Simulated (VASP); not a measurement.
Crystal: HgTe.

```
Hg Te
1.0
    -3.04560    3.04560    1.55941
     3.04560   -3.04560    1.55941
     3.04560    3.04560   -1.55941
Hg Te
1 1
Direct
  0.75000 0.25000 0.50000
  0.00000 0.00000 0.00000
```

Base run:

* Program: VASP 6.6.1
* Functional: PBEsol
* Potentials or basis: VASP PAW PBE potentials, release 64 (Hg, Te)
* Cutoff: 520 eV
* k mesh: 10 × 10 × 10
* Occupations: fermi-dirac, width 0.05 eV
* Spin: no spin polarisation

Its results: band gap on the k mesh zero (band 9 reaches 5.74 eV, above the bottom of band 10 at 2.35 eV); pressure -3.2 GPa.

Task: The run is repeated on the same cell with these changes: functional from PBEsol to r2SCAN. What comes out?

Result: Band gap on the k mesh zero (band 9 reaches 5.86 eV, above the bottom of band 10 at 2.36 eV); pressure -1.0 GPa.

Caveats: the PAW data sets were made with another functional, which shifts forces and pressure a little; spin-orbit coupling is left out, which moves the levels of the heavy elements.
